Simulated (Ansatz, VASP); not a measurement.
## RbW2: VASP beside Ansatz

```
Rb W
1.0
     4.18450    0.00000    0.00000
    -2.09225    3.62389    0.00000
     0.00000    0.00000    4.51815
Rb W
1 2
Direct
  0.00000 0.00000 0.00000
  0.33333 0.66667 0.50000
  0.66667 0.33333 0.50000
```

Alike in both runs: task relaxation of cell and atoms; functional PBE; k mesh 6 × 6 × 4; occupations gaussian, width 0.1 eV; no spin polarisation.

```csv
,VASP,Ansatz
version,VASP 6.6.1,Ansatz 0.2.0
potentials or method,"VASP PAW PBE potentials, release 64 (Rb_sv, W_sv), cutoff 600 eV","scalar-relativistic, plane waves, PAW"
valence electrons in the cell,37,37
```

|  | VASP | Ansatz | Ansatz less VASP |
| --- | --- | --- | --- |
| gap on the k mesh at the Fermi level, each at its own relaxed structure (eV) | none | none | - |
| relaxed volume (Å³/atom) | 31.72 | 31.58 | -0.137 |
| relaxed length of the cell vector where the two differ most in proportion (Å) | 4.209 | 4.201 | -0.0078 |

A gap of «none» marks a metal or a gap that the smearing closes.

Neither program's run includes spin-orbit coupling. Noted on VASP's run: the volume moved by over 15 % at a fixed basis, so the end points are rough.
